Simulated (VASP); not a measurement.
A run of VASP 6.6.1 is set up as follows.

Contents of INCAR:

```
PREC = Accurate
ENCUT = 520
EDIFF = 1E-7
ISMEAR = -1
SIGMA = 0.05
LREAL = False
LASPH = True
NELM = 100
ALGO = Normal
ISIF = 2
LWAVE = False
LCHARG = False
GGA = PE
NBANDS = 30
```

File KPOINTS:

```
regular mesh
0
Gamma
  8 8 8
```

POSCAR

```
Tl3S
1.0
   -2.0839271106      2.0839271106      4.5463901117
    2.0839271106     -2.0839271106      4.5463901117
    2.0839271106      2.0839271106     -4.5463901117
Tl S
3 1
Direct
    0.5000000000      0.5000000000      0.0000000000
    0.2500000000      0.7500000000      0.5000000000
    0.7500000000      0.2500000000      0.5000000000
    0.0000000000      0.0000000000      0.0000000000
```

Potentials or basis: VASP PAW PBE potentials, release 64 (Tl_d, S).

Launch:

```sh
$ cat potpaw_PBE.64/Tl_d/POTCAR potpaw_PBE.64/S/POTCAR > POTCAR
$ mpirun -np 1 vasp_std > vasp.out
```

(1) What does it give for the pressure?

## Answers

(1) 29.9 GPa.
